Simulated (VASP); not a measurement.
Crystal: BaS.

```
Ba S
1.0
     0.00000    3.51941    3.51941
     3.61268    0.00000    3.51941
     3.61268    3.51941    0.00000
Ba S
1 1
Direct
  0.00000 0.00000 0.00000
  0.25000 0.25000 0.25000
```

This cell differs from its parent crystal: uniaxial x strain +2.6%.

Program: VASP 6.6.1. Alike in all runs: task single point; potentials or basis VASP PAW PBE potentials, release 64 (Ba_sv, S); no spin polarisation; cell as given; cutoff (eV) 520.

Task: Order these runs on this cell by their band gap on the k mesh, lowest first.
A. level PBE; k mesh 6 × 6 × 6; smearing fermi-dirac 0.02 eV
B. level HSE06; k mesh 4 × 4 × 4; smearing gaussian 0.01 eV; grid for exact exchange (PRECFOCK) Normal; share of exact exchange 0.25; screening parameter 0.2079 1/Å
C. level r2SCAN; k mesh 6 × 6 × 6; smearing gaussian 0.01 eV

Result: A (2.71 eV), C (3.03 eV), B (3.59 eV).

Caveats: spin-orbit coupling is left out, which moves the levels of the heavy elements.

A k mesh can miss the band edges.
